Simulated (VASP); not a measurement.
# GaP (F-43m) in VASP: further runs, part 2 of 2

VASP 6.6.1.

## Step 3: Single point, LDA (17.83 Å³/atom)

This run uses another cell than the first one, of 17.83 Å³/atom.

The input, INCAR:

```
SYSTEM = GaP
PREC = Accurate
ENCUT = 500
EDIFF = 1E-6
ISMEAR = 0
SIGMA = 0.02
LREAL = .FALSE.
LASPH = .TRUE.
NELM = 120
ALGO = Normal
ISIF = 2
LWAVE = .FALSE.
LCHARG = .TRUE.
LELF = .TRUE.
LVHAR = .TRUE.
NBANDS = 16
GGA_COMPAT = .FALSE.
```

The input, KPOINTS:

```
Automatic mesh
0
G
  8 8 8
  0 0 0
```

The input, POSCAR:

```
GaP
1.0
    0.0000000000      2.6122253770      2.6122253770
    2.6122253770      0.0000000000      2.6122253770
    2.6122253770      2.6122253770      0.0000000000
Ga P
1 1
Direct
    0.0000000000      0.0000000000      0.0000000000
    0.2500000000      0.2500000000      0.2500000000
```

Potentials or basis: VASP PAW LDA potentials, release 64 (Ga_d, P).

The run is started by

```sh
$ cat potpaw_LDA.64/Ga_d/POTCAR potpaw_LDA.64/P/POTCAR > POTCAR
$ mpirun -np 1 vasp_std > vasp.out
```

OUTCAR:

```text
SYSTEM = GaP
   PREC = Accurate
   ENCUT = 500
   EDIFF = 1E-6
   ISMEAR = 0
   LREAL = .FALSE.
   LASPH = .TRUE.
   NELM = 120
   ISIF = 2

 ion  position               nearest neighbor table
   1  0.000  0.000  0.000-   2 2.26   2 2.26   2 2.26   2 2.26
   2  0.250  0.250  0.250-   1 2.26   1 2.26   1 2.26   1 2.26

  LATTYP: Found a face centered cubic cell.
 ALAT       =     5.2244507540

  Lattice vectors:

 A1 = (   0.0000000000,   2.6122253770,   2.6122253770)
 A2 = (   2.6122253770,   0.0000000000,   2.6122253770)
 A3 = (   2.6122253770,   2.6122253770,   0.0000000000)

Analysis of symmetry for initial positions (statically):
=====================================================================
 Subroutine PRICEL returns:
 Original cell was already a primitive cell.

 Routine SETGRP: Setting up the symmetry group for a
 face centered cubic supercell.

 Subroutine GETGRP returns: Found 24 space group operations
 (whereof 24 operations were pure point group operations)
 out of a pool of 48 trial point group operations.

The static configuration has the point symmetry T_d .

Analysis of symmetry for dynamics (positions and initial velocities):
[... 163 lines left out ...]
 fundamental gap:      1.2156316753
 Fermi energy:         5.9897002727

 k-point     1 :       0.0000    0.0000    0.0000
  band No.  band energies     occupation
      1      -9.0827      2.00000
      2      -9.0827      2.00000
      3      -9.0827      2.00000
      4      -8.9399      2.00000
      5      -8.9399      2.00000
      6      -7.6313      2.00000
[... 433 lines left out ...]
      3      -9.0196      2.00000
      4      -8.9492      2.00000
      5      -8.9292      2.00000
      6      -4.6116      2.00000
[... 8 lines left out ...]
     15      18.2187      0.00000
     16      19.0713      0.00000

 [... further k-points ...]

------------------------ aborting loop because EDIFF is reached ----------------------------------------

  FORCE on cell =-STRESS in cart. coord.  units (eV):
  Direction    XX          YY          ZZ          XY          YZ          ZX
  --------------------------------------------------------------------------------------
  -------------------------------------------------------------------------------------
  Total        2.3505948      2.3505948      2.3505948      0.0000000      0.0000000      0.0000000
  in kB      105.6395234    105.6395234    105.6395234      0.0000000      0.0000000      0.0000000
  external PRESSURE =     105.6395234 kB  Pullay stress =       0.0000000 kB

 VOLUME and BASIS-vectors are now :
 -----------------------------------------------------------------------------
  energy-cutoff  :      500.00
  volume of cell :       35.65
      direct lattice vectors                 reciprocal lattice vectors
     0.000000000  2.612225377  2.612225377    -0.191407680  0.191407680  0.191407680
     2.612225377  0.000000000  2.612225377     0.191407680 -0.191407680  0.191407680
     2.612225377  2.612225377  0.000000000     0.191407680  0.191407680 -0.191407680

 POSITION                                       TOTAL-FORCE (eV/Angst)
 -----------------------------------------------------------------------------------
      0.00000      0.00000      0.00000         0.000000      0.000000      0.000000
      1.30611      1.30611      1.30611        -0.000000     -0.000000     -0.000000
 -----------------------------------------------------------------------------------
    total drift:                                0.000001      0.000001      0.000001

  FREE ENERGIE OF THE ION-ELECTRON SYSTEM (eV)
  ---------------------------------------------------
  free  energy   TOTEN  =       -10.3415595396 eV

  energy  without entropy=      -10.3415595396  energy(sigma->0) =      -10.34155954
```

OSZICAR:

```text
N       E                     dE             d eps       ncg     rms          rms(c)
DAV:   1     0.772183030432E+02    0.77218E+02   -0.88232E+03   968   0.166E+03
DAV:   2    -0.487951051469E+01   -0.82098E+02   -0.78379E+02  1080   0.307E+02
DAV:   3    -0.106409495758E+02   -0.57614E+01   -0.57445E+01  1168   0.636E+01
DAV:   4    -0.107244870444E+02   -0.83537E-01   -0.83521E-01  1136   0.836E+00
DAV:   5    -0.107261806856E+02   -0.16936E-02   -0.16936E-02  1208   0.108E+00    0.504E+00
DAV:   6    -0.104090758051E+02    0.31710E+00   -0.38486E-01  1464   0.121E+01    0.331E+00
DAV:   7    -0.103460554467E+02    0.63020E-01   -0.11359E-01  1320   0.254E+00    0.119E+00
DAV:   8    -0.103416427576E+02    0.44127E-02   -0.13493E-02  1088   0.132E+00    0.299E-01
DAV:   9    -0.103415688766E+02    0.73881E-04   -0.11530E-03  1416   0.403E-01    0.643E-02
DAV:  10    -0.103415543222E+02    0.14554E-04   -0.60853E-05  1392   0.114E-01    0.236E-02
DAV:  11    -0.103415598377E+02   -0.55155E-05   -0.11584E-05  1216   0.460E-02    0.103E-02
DAV:  12    -0.103415595396E+02    0.29810E-06   -0.51669E-07   768   0.853E-03
   1 F= -.10341560E+02 E0= -.10341560E+02  d E =-.729880E-11
```

stdout:

```text
POSCAR found type information on POSCAR GaP
 POSCAR found :  2 types and       2 ions
 scaLAPACK will be used
 LDA part: xc-table for (Slater(with rela. corr.)+CA(PZ))
 , standard interpolation
 POSCAR, INCAR and KPOINTS ok, starting setup
 FFT: planning ... GRIDC
 FFT: planning ... GRID_SOFT
 FFT: planning ... GRID
 WAVECAR not read
 entering main loop
```

Wall time 28 s (1 thread of AMD EPYC 7R13, shared host); peak memory 0.12 GiB.

What came out:

* Free energy: -10.3416 eV
* Pressure: 10.6 GPa
* Band gap on the k mesh: 1.22 eV (least direct gap 2.71 eV)

Caveat: the cell stands under pressure. A k mesh can miss the band edges.

## Step 4: Single point, LDA (18.41 Å³/atom)

This run uses another cell than the first one, of 18.41 Å³/atom.

The input, INCAR:

```
ALGO = Normal ; EDIFF = 1E-6
ENCUT = 500 ; GGA = CA
GGA_COMPAT = F ; ISIF = 2
ISMEAR = 0 ; LASPH = T
LCHARG = F ; LREAL = F
LWAVE = F ; NBANDS = 16
NELM = 120 ; PREC = Accurate
SIGMA = 0.02
```

The input, KPOINTS:

```
k-points
0
Gamma
  8 8 8
```

The input, POSCAR:

```
GaP
1.0
    0.0000000000      2.6406213557      2.6406213557
    2.6406213557      0.0000000000      2.6406213557
    2.6406213557      2.6406213557      0.0000000000
Ga P
1 1
Direct
    0.0000000000      0.0000000000      0.0000000000
    0.2500000000      0.2500000000      0.2500000000
```

The run is started by

```sh
$ cat potpaw_LDA.64/Ga_d/POTCAR potpaw_LDA.64/P/POTCAR > POTCAR
$ mpirun -np 1 vasp_std > vasp.out
```

Wall time 33 s (1 thread of AMD EPYC 7R13, shared host); peak memory 0.12 GiB.

Results (log left out):

* Free energy: -10.4042 eV
* Pressure: 6.5 GPa
* Band gap on the k mesh: 1.29 eV (least direct gap 2.43 eV)

Levels at points of the mesh, in eV from the valence-band top:
```csv
k point,band 5,band 6,band 7,band 8,band 9,band 10,band 11,band 12,band 13,band 14
"(0.00, 0.00, 0.00)",-14.78,-13.26,0.00,0.00,0.00,2.43,3.76,3.76,3.76,8.93
"(0.50, 0.00, 0.00)",-14.77,-10.85,-7.28,-1.28,-1.28,1.81,4.60,4.60,8.20,11.36
"(0.50, 0.50, 0.00)",-14.75,-9.80,-7.31,-3.06,-3.06,1.29,1.57,11.17,11.17,11.87
```

Caveat: the cell stands under pressure. A hybrid or GW would open this gap; LDA tends to underestimate it.

## Step 5: Overview

| cell | k mesh | smearing | gap on the mesh (eV) | pressure (GPa) |
| --- | --- | --- | --- | --- |
| a = 3.854 Å, angles 60.0°, 2 atoms | 6 × 6 × 6 | gaussian 0.1 eV | 1.49 | -2.7 |
| a = 3.694 Å, angles 60.0°, 2 atoms | 8 × 8 × 8 | gaussian 0.02 eV | 1.22 | 10.6 |
| a = 3.734 Å, angles 60.0°, 2 atoms | 8 × 8 × 8 | gaussian 0.02 eV | 1.29 | 6.5 |

Alike in all rows: task single point; level LDA; potentials or basis VASP PAW LDA potentials, release 64 (Ga_d, P); no spin polarisation; cutoff (eV) 500.

Caveats: the cell stands under pressure (at least some runs).

Total energies depend on the potentials used, so only differences within one code and one set of settings carry meaning.
